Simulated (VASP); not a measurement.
Write the native input for VASP 6.6.1 that does the following.

```
Task                   : single point
Functional             : LDA
Potentials or basis    : VASP PAW LDA potentials, release 64 (Sr_sv, Cl)
Cutoff                 : 520 eV
k mesh                 : 5 × 5 × 2
Occupations            : gaussian, width 0.05 eV
Spin                   : no spin polarisation
Dipole correction      : no
Further INCAR settings : ALGO = Normal; EDIFF = 1e-06; NBANDS = 46
```

The structure of SrCl2 lies in POSCAR:

```
SrCl2
1.0
    3.4855000000     -3.4855000000      0.0000000000
    3.4855000000      0.0000000000     -3.4855000000
    7.5483502692      7.5483502692      7.5483502692
Sr Cl
3 6
Direct
    0.6666666667      0.6666666667      0.1539342340
    0.0000000000      0.0000000000      0.7696096025
    0.3333333333      0.3333333333      0.4617719182
    0.6666666667      0.6666666667      0.3848124972
    1.0000000000      0.0000000000      0.0769748129
    0.3333333333      0.3333333333      0.6926501814
    0.6666666667      0.6666666667      0.8465690235
    1.0000000000      1.0000000000      0.5387313393
    0.3333333333      0.3333333333      0.2308936551
```

This cell differs from its parent crystal: the distance across one plane changed.

These files were run (other wordings do the same):

INCAR

```
PREC = Accurate
ENCUT = 520
EDIFF = 1E-6
ISMEAR = 0
SIGMA = 0.05
LREAL = F
LASPH = T
NELM = 100
ALGO = Normal
ISIF = 2
LWAVE = F
LCHARG = F
NBANDS = 46
```

KPOINTS

```
regular mesh
0
Gamma
  5 5 2
```

Potentials or basis: VASP PAW LDA potentials, release 64 (Sr_sv, Cl).

Launch:

```sh
$ cat potpaw_LDA.64/Sr_sv/POTCAR potpaw_LDA.64/Cl/POTCAR > POTCAR
$ mpirun -np 1 vasp_std > vasp.out
```

It gave:

The pressure is -3.2 GPa. The largest force is 0.122 eV/Å. The band gap on the k mesh is 4.71 eV (least direct gap 4.90 eV).

Caveat: the cell differs from its parent crystal (the distance across one plane changed); the cell stands under tension.

It took 4.4 min on 1 thread of Oxide Virtual Turin-like Processor (shared host), peak memory 0.31 GiB.
